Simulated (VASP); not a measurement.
# Au (P6_3/mmc) in VASP: notebook

Au is run at these levels: LDA; tasks: electric field gradients.

All numbers are computed with VASP 6.6.1; they aren't measurements. Logs are shortened: lines on timing, memory, paths and dates and some standing lists are left out, and cuts for length are marked.

## Step 1: The cell of the first run

It takes space group P6_3/mmc (No. 194, hexagonal). Conventional cell: a = 2.910 Å, b = 2.910 Å, c = 4.896 Å, α = 90.00°, β = 90.00°, γ = 120.00°. Within 3.8 Å of Au (site symmetry -6m2) lie 12 Au at 2.91 to 2.97 Å.

This isn't the form of Au at room conditions, which is fcc.

## Step 2: Electric field gradients, LDA (17.95 Å³/atom)

Contents of INCAR:

```
SYSTEM = Au
  PREC = Accurate
  ENCUT = 520
  EDIFF = 1E-8
  ISMEAR = -1
  SIGMA = 0.03
  LREAL = .False.
  LASPH = .True.
  NELM = 80
  ALGO = Normal
  ISIF = 2
  LWAVE = .False.
  LCHARG = .False.
  LEFG = .True.
  NBANDS = 18
```

Contents of KPOINTS:

```
regular mesh
0
Gamma
  14 14 8
  0 0 0
```

Contents of POSCAR:

```
Au
1.0
    2.9096330274      0.0000000000      0.0000000000
   -1.4548165137      2.5198161175      0.0000000000
    0.0000000000      0.0000000000      4.8962127437
Au
2
Direct
    0.3333333333      0.6666666667      0.7500000000
    0.6666666667      0.3333333333      0.2500000000
```

Potentials or basis: VASP PAW LDA potentials, release 64 (Au).

Command:

```console
$ cat potpaw_LDA.64/Au/POTCAR > POTCAR
$ mpirun -np 1 vasp_std > vasp.out
```

OUTCAR:

```text
SYSTEM = Au
   PREC = Accurate
   ENCUT = 520
   EDIFF = 1E-8
   ISMEAR = -1
   LREAL = .False.
   LASPH = .True.
   NELM = 80
   ISIF = 2

 ion  position               nearest neighbor table
   1  0.333  0.667  0.750-   2 2.97   2 2.97   2 2.97   2 2.97   2 2.97   2 2.97
   2  0.667  0.333  0.250-   1 2.97   1 2.97   1 2.97   1 2.97   1 2.97   1 2.97

  LATTYP: Found a hexagonal cell.
 ALAT       =     2.9096330274
 C/A-ratio  =     1.6827595431

  Lattice vectors:

 A1 = (   2.9096330274,   0.0000000000,   0.0000000000)
 A2 = (  -1.4548165137,   2.5198161175,   0.0000000000)
 A3 = (   0.0000000000,   0.0000000000,   4.8962127437)

Analysis of symmetry for initial positions (statically):
=====================================================================
 Subroutine PRICEL returns:
 Original cell was already a primitive cell.

 Routine SETGRP: Setting up the symmetry group for a
 hexagonal supercell.

 Subroutine GETGRP returns: Found 24 space group operations
 (whereof 12 operations were pure point group operations)
 out of a pool of 24 trial point group operations.

The static configuration has the point symmetry D_3d.
 The point group associated with its full space group is D_6h.

Analysis of symmetry for dynamics (positions and initial velocities):
=====================================================================
 Subroutine PRICEL returns:
 Original cell was already a primitive cell.

 Routine SETGRP: Setting up the symmetry group for a
 hexagonal supercell.

 Subroutine GETGRP returns: Found 24 space group operations
 (whereof 12 operations were pure point group operations)
 out of a pool of 24 trial point group operations.

The dynamic configuration has the point symmetry D_3d.
 The point group associated with its full space group is D_6h.

 Subroutine INISYM returns: Found 24 space group operations
 (whereof 12 operations are pure point group operations),
 and found     1 'primitive' translations

----------------------------------------------------------------------------------------

                                     Primitive cell

  volume of cell :      35.8978

  direct lattice vectors                    reciprocal lattice vectors
     2.909633027  0.000000000  0.000000000     0.343685953  0.198427177  0.000000000
    -1.454816514  2.519816118  0.000000000     0.000000000  0.396854355  0.000000000
     0.000000000  0.000000000  4.896212744     0.000000000  0.000000000  0.204239491

  length of vectors
     2.909633027  2.909633027  4.896212744     0.396854355  0.396854355  0.204239491

  position of ions in fractional coordinates (direct lattice)
     0.333333333  0.666666667  0.750000000
     0.666666667  0.333333333  0.250000000

  ion indices of the primitive-cell ions
   primitive index   ion index
                 1           1
                 2           2

----------------------------------------------------------------------------------------

 KPOINTS: regular mesh

Automatic generation of k-mesh.
 Grid dimensions read from file:
 generate k-points for:   14   14    8

 Generating k-lattice:

  Cartesian coordinates                     Fractional coordinates (reciprocal lattice)
     0.024548997  0.014173370  0.000000000     0.071428571  0.000000000  0.000000000
     0.000000000  0.028346740  0.000000000     0.000000000  0.071428571  0.000000000
     0.000000000  0.000000000  0.025529936     0.000000000  0.000000000  0.125000000

  Length of vectors
     0.028346740  0.028346740  0.025529936

  Shift w.r.t. Gamma in fractional coordinates (k-lattice)
     0.000000000  0.000000000  0.000000000

 Subroutine IBZKPT returns following result:
 ===========================================

 Found    120 irreducible k-points:

 Following reciprocal coordinates:
            Coordinates               Weight
  0.000000  0.000000  0.000000      1.000000
  0.071429 -0.000000  0.000000      6.000000
  0.142857 -0.000000  0.000000      6.000000
  0.214286 -0.000000  0.000000      6.000000
  0.285714 -0.000000  0.000000      6.000000
  0.357143  0.000000  0.000000      6.000000
[... 16 lines left out ...]
  0.285714  0.285714  0.000000      6.000000
  0.357143  0.285714  0.000000      6.000000
 [... further k-points ...]
   k-points           NKPTS =    120   k-points in BZ     NKDIM =    120   number of bands    NBANDS=     18
   number of dos      NEDOS =    301   number of ions     NIONS =      2
   total plane-waves  NPLWV =  20736
   dimension x,y,z NGX =    24 NGY =   24 NGZ =   36
   dimension x,y,z NGXF=    48 NGYF=   48 NGZF=   72
   ions per type =               2
   NGX,Y,Z   is equivalent  to a cutoff of  13.71, 13.71, 12.22 a.u.
   NGXF,Y,Z  is equivalent  to a cutoff of  27.43, 27.43, 24.45 a.u.
 SYSTEM =  Au
   PREC   = accura    normal or accurate (medium, high low for compatibility)
   ISTART =      0    job   : 0-new  1-cont  2-samecut
   ICHARG =      2    charge: 1-file 2-atom 10-const
   ISPIN  =      1    spin polarized calculation?
   LNONCOLLINEAR =      F non collinear calculations
   LSORBIT =      F    spin-orbit coupling
   LASPH  =      T    aspherical Exc in radial PAW
   ENCUT  =  520.0 eV  38.22 Ry    6.18 a.u.   5.41  5.41  9.10*2*pi/ulx,y,z
   NELM   =     80;   NELMIN=  2; NELMDL= -5     # of ELM steps
   EDIFF  = 0.1E-07   stopping-criterion for ELM
   LREAL  =      F    real-space projection
   EDIFFG = 0.1E-06   stopping-criterion for IOM
   NSW    =      0    number of steps for IOM
   IBRION =     -1    ionic relax: 0-MD 1-quasi-New 2-CG
   NFREE  =      0    steps in history (QN), initial steepest desc. (CG)
   ISIF   =      2    stress and relaxation
   ISYM   =      2    0-nonsym 1-usesym 2-fastsym
   POTIM  = 0.5000    time-step for ionic-motion
   TEBEG  =    0.0;   TEEND  =   0.0 temperature during run
   PSTRESS=    0.0 pullay stress
   NELECT =      22.0000    total number of electrons
   NUPDOWN=      -1.0000    fix difference up-down
   EMIN   =  10.00;   EMAX   =-10.00  energy-range for DOS
   EFERMI =   0.00;   METHOD = LEGACY
   ISMEAR =    -1;   SIGMA  =   0.03  broadening in eV -4-tet -1-fermi 0-gaus
   EFERMI_NEDOS =   21; number of points for ismear=-14 and -15
   IALGO  =     38    algorithm
   IMIX   =      4    mixing-type and parameters
     AMIX     =   0.40;   BMIX     =  1.00
     AMIX_MAG =   1.60;   BMIX_MAG =  1.00
  volume/ion in A,a.u.               =      17.95       121.13
  Fermi-wavevector in a.u.,A,eV,Ry     =   1.390571  2.627799 26.309431  1.933689
  Thomas-Fermi vector in A             =   2.514494
   LORBIT       =      0    0 simple, 1 ext, 2 COOP (PROOUT), +10 PAW based schemes
   GGA     = CA    functional components
   LHFCALC =     F    Hartree Fock is set to
   AEXX    =    0.0000 exact exchange contribution
   IVDW    =     0    specifies the selected vdW correction
   LEPSILON=     F    determine dielectric tensor
   LRPA    =     F    only Hartree local field effects (RPA)
 non-spin polarized calculation
  energy-cutoff  :      520.00
  volume of cell :       35.90
 maximum number of plane-waves:       990
 NGX is ok and might be reduce to    24
   NGX = 11   NGY = 11   NGZ = 19

 number of electron      21.9999999 magnetization

 Free energy of the ion-electron system (eV)
  ---------------------------------------------------
  ext. energy  EPLUGINS =         0.00000000
  ---------------------------------------------------
  free energy    TOTEN  =        -8.76477827 eV

  energy without entropy =       -8.76084573  energy(sigma->0) =       -8.76281200

 E-fermi :   8.4011     XC(G=0): -12.6836

 val. band max:        8.3888922509   @ k =   0.3571   0.1429   0.2500
 cond. band min:       8.4227144791   @ k =   0.2857   0.2143   0.2500
 fundamental gap:      0.0338222281
 Fermi energy:         8.4011486177

 k-point     1 :       0.0000    0.0000    0.0000
  band No.  band energies     occupation
      1      -0.9492      2.00000
      2       1.4433      2.00000
      3       3.8164      2.00000
      4       4.0917      2.00000
      5       4.0917      2.00000
      6       4.3749      2.00000
[... 10 lines left out ...]
     17      26.3392      0.00000
     18      26.3392      0.00000

 k-point     2 :       0.0714   -0.0000    0.0000
  band No.  band energies     occupation
      1      -0.7940      2.00000
      2       1.5715      2.00000
      3       3.7692      2.00000
      4       4.1290      2.00000
      5       4.1929      2.00000
      6       4.3225      2.00000
[... 10 lines left out ...]
     17      25.5200      0.00000
     18      25.9551      0.00000
[... 442 lines left out ...]
 k-point    24 :       0.3571    0.2857    0.0000
  band No.  band energies     occupation
      1       2.6301      2.00000
      2       3.0311      2.00000
      3       3.0817      2.00000
      4       3.6970      2.00000
      5       3.9214      2.00000
      6       4.0439      2.00000
[... 10 lines left out ...]
     17      19.1211      0.00000
     18      19.3679      0.00000

 [... further k-points ...]
[... 5 lines left out ...]
  --------------------------------------------------------------------------------------
  -------------------------------------------------------------------------------------
  Total       -2.5820533     -2.5820533     -2.5665916      0.0000000      0.0000000      0.0000000
  in kB     -115.2413779   -115.2413779   -114.5512971      0.0000000      0.0000000      0.0000000
  external PRESSURE =    -115.0113510 kB  Pullay stress =       0.0000000 kB

 VOLUME and BASIS-vectors are now :
 -----------------------------------------------------------------------------
  energy-cutoff  :      520.00
  volume of cell :       35.90
      direct lattice vectors                 reciprocal lattice vectors
     2.909633027  0.000000000  0.000000000     0.343685953  0.198427177  0.000000000
    -1.454816514  2.519816118  0.000000000     0.000000000  0.396854355  0.000000000
     0.000000000  0.000000000  4.896212744     0.000000000  0.000000000  0.204239491

 POSITION                                       TOTAL-FORCE (eV/Angst)
 -----------------------------------------------------------------------------------
     -0.00000      1.67988      3.67216         0.000000     -0.000000      0.000000
      1.45482      0.83994      1.22405        -0.000000      0.000000      0.000000
 -----------------------------------------------------------------------------------
    total drift:                               -0.000000      0.000000     -0.000000

  FREE ENERGIE OF THE ION-ELECTRON SYSTEM (eV)
  ---------------------------------------------------
  free  energy   TOTEN  =        -8.7647782717 eV

  energy  without entropy=       -8.7608457283  energy(sigma->0) =       -8.76281200

 Electric field gradients (V/A^2)
---------------------------------------------------------------------
 ion       V_xx      V_yy      V_zz      V_xy      V_xz      V_yz
---------------------------------------------------------------------
   1     -10.843   -10.843    21.686    -0.000     0.000    -0.000
   2     -10.843   -10.843    21.686    -0.000    -0.000     0.000
---------------------------------------------------------------------

 Electric field gradients after diagonalization (V/A^2)
 (convention: |V_zz| > |V_xx| > |V_yy|)
----------------------------------------------------------------------
 ion       V_xx      V_yy      V_zz     asymmetry (V_yy - V_xx)/ V_zz
----------------------------------------------------------------------
   1     -10.843   -10.843    21.686       0.000
   2     -10.843   -10.843    21.686       0.000
----------------------------------------------------------------------

           NMR quadrupolar parameters

 Cq : quadrupolar parameter    Cq=e*Q*V_zz/h
 eta: asymmetry parameters     (V_yy - V_xx)/ V_zz
 Q  : nuclear electric quadrupole moment in mb (millibarn)
----------------------------------------------------------------------
 ion       Cq(MHz)       eta       Q (mb)
----------------------------------------------------------------------
   1       0.052       0.000       1.000
   2       0.052       0.000       1.000
----------------------------------------------------------------------
```

It took 76 s on 1 thread of Intel Xeon 8259CL, shared host; peak memory 0.19 GiB.

What came out:

* Free energy: -8.7648 eV
* Pressure: -11.5 GPa
* Band gap on the k mesh: zero (bands 11 and 12 overlap by 6.25 eV)
* Largest electric field gradient by atom: Au +21.7 V/Å²

Electric field gradients, principal values (V/Å²):
```tsv
atom	least	middle	greatest (by size)
1 Au	-10.843	-10.843	21.686
2 Au	-10.843	-10.843	21.686
```

Caveat: the cell stands under tension; without QUAD_EFG the Cq values of the log hold for a quadrupole moment of 1 mb, not for the nuclei; spin-orbit coupling is left out, which moves the levels of the heavy elements.

## Step 3: Electric field gradients, LDA (18.13 Å³/atom)

This run uses another cell than the first one, of 18.13 Å³/atom.

Contents of INCAR:

```
SYSTEM = Au
ALGO = Normal
EDIFF = 1E-8
ENCUT = 520
GGA = CA
ISIF = 2
ISMEAR = -1
LASPH = .True.
LCHARG = .False.
LEFG = .True.
LREAL = .False.
LWAVE = .False.
NBANDS = 18
NELM = 80
PREC = Accurate
SIGMA = 0.03
```

Contents of KPOINTS:

```
k-points
0
Gamma
  14 14 8
  0 0 0
```

Contents of POSCAR:

```
Au
1.0
    2.9192042576      0.0000000000      0.0000000000
   -1.4596021288      2.5281050460      0.0000000000
    0.0000000000      0.0000000000      4.9123188226
Au
2
Direct
    0.3333333333      0.6666666667      0.7500000000
    0.6666666667      0.3333333333      0.2500000000
```

Potentials or basis: VASP PAW LDA potentials, release 64 (Au).

Command:

```console
$ cat potpaw_LDA.64/Au/POTCAR > POTCAR
$ mpirun -np 1 vasp_std > vasp.out
```

OUTCAR:

```text
SYSTEM = Au
   EDIFF = 1E-8
   ENCUT = 520
   GGA = CA
   ISIF = 2
   ISMEAR = -1
   LASPH = .True.
   LREAL = .False.
   NELM = 80
   PREC = Accurate

 ion  position               nearest neighbor table
   1  0.333  0.667  0.750-   2 2.98   2 2.98   2 2.98   2 2.98   2 2.98   2 2.98
   2  0.667  0.333  0.250-   1 2.98   1 2.98   1 2.98   1 2.98   1 2.98   1 2.98

  LATTYP: Found a hexagonal cell.
 ALAT       =     2.9192042576
 C/A-ratio  =     1.6827595431

  Lattice vectors:

 A1 = (   2.9192042576,   0.0000000000,   0.0000000000)
 A2 = (  -1.4596021288,   2.5281050460,   0.0000000000)
 A3 = (   0.0000000000,   0.0000000000,   4.9123188226)

Analysis of symmetry for initial positions (statically):
=====================================================================
 Subroutine PRICEL returns:
 Original cell was already a primitive cell.

 Routine SETGRP: Setting up the symmetry group for a
 hexagonal supercell.
[... 695 lines left out ...]
  volume of cell :       36.25
      direct lattice vectors                 reciprocal lattice vectors
     2.919204258  0.000000000  0.000000000     0.342559106  0.197776592  0.000000000
    -1.459602129  2.528105046  0.000000000     0.000000000  0.395553184  0.000000000
     0.000000000  0.000000000  4.912318823     0.000000000  0.000000000  0.203569849

 POSITION                                       TOTAL-FORCE (eV/Angst)
 -----------------------------------------------------------------------------------
     -0.00000      1.68540      3.68424        -0.000000      0.000000      0.000000
      1.45960      0.84270      1.22808         0.000000      0.000000      0.000000
 -----------------------------------------------------------------------------------
    total drift:                                0.000000     -0.000000      0.000000

  FREE ENERGIE OF THE ION-ELECTRON SYSTEM (eV)
  ---------------------------------------------------
  free  energy   TOTEN  =        -8.7382773393 eV

  energy  without entropy=       -8.7343897439  energy(sigma->0) =       -8.73633354

 Electric field gradients (V/A^2)
---------------------------------------------------------------------
 ion       V_xx      V_yy      V_zz      V_xy      V_xz      V_yz
---------------------------------------------------------------------
   1     -10.317   -10.317    20.634    -0.000     0.000    -0.000
   2     -10.317   -10.317    20.634    -0.000    -0.000     0.000
---------------------------------------------------------------------

 Electric field gradients after diagonalization (V/A^2)
 (convention: |V_zz| > |V_xx| > |V_yy|)
----------------------------------------------------------------------
 ion       V_xx      V_yy      V_zz     asymmetry (V_yy - V_xx)/ V_zz
----------------------------------------------------------------------
   1     -10.317   -10.317    20.634       0.000
   2     -10.317   -10.317    20.634       0.000
----------------------------------------------------------------------

           NMR quadrupolar parameters

 Cq : quadrupolar parameter    Cq=e*Q*V_zz/h
 eta: asymmetry parameters     (V_yy - V_xx)/ V_zz
 Q  : nuclear electric quadrupole moment in mb (millibarn)
----------------------------------------------------------------------
 ion       Cq(MHz)       eta       Q (mb)
----------------------------------------------------------------------
   1       0.050       0.000       1.000
   2       0.050       0.000       1.000
----------------------------------------------------------------------
```

stdout:

```text
POSCAR found type information on POSCAR Au
 POSCAR found :  1 types and       2 ions
 scaLAPACK will be used
 LDA part: xc-table for (Slater(with rela. corr.)+CA(PZ))
 , standard interpolation
 POSCAR, INCAR and KPOINTS ok, starting setup
 FFT: planning ... GRIDC
 FFT: planning ... GRID_SOFT
 FFT: planning ... GRID
 WAVECAR not read
 entering main loop
ion   1

ion   2
```

It took 83 s on 1 thread of Intel Xeon 8259CL, shared host; peak memory 0.19 GiB.

What came out:

| Property | Result |
| --- | --- |
| Free energy | -8.7383 eV |
| Pressure | -12.6 GPa |
| Band gap on the k mesh | zero (bands 11 and 12 overlap by 6.20 eV) |
| Largest electric field gradient by atom | Au +20.6 V/Å² |

Electric field gradients, principal values (V/Å²):
```
atom    least   middle  greatest (by size)
1 Au  -10.317  -10.317              20.634
2 Au  -10.317  -10.317              20.634
```

Caveat: the cell stands under tension; without QUAD_EFG the Cq values of the log hold for a quadrupole moment of 1 mb, not for the nuclei; spin-orbit coupling is left out, which moves the levels of the heavy elements.
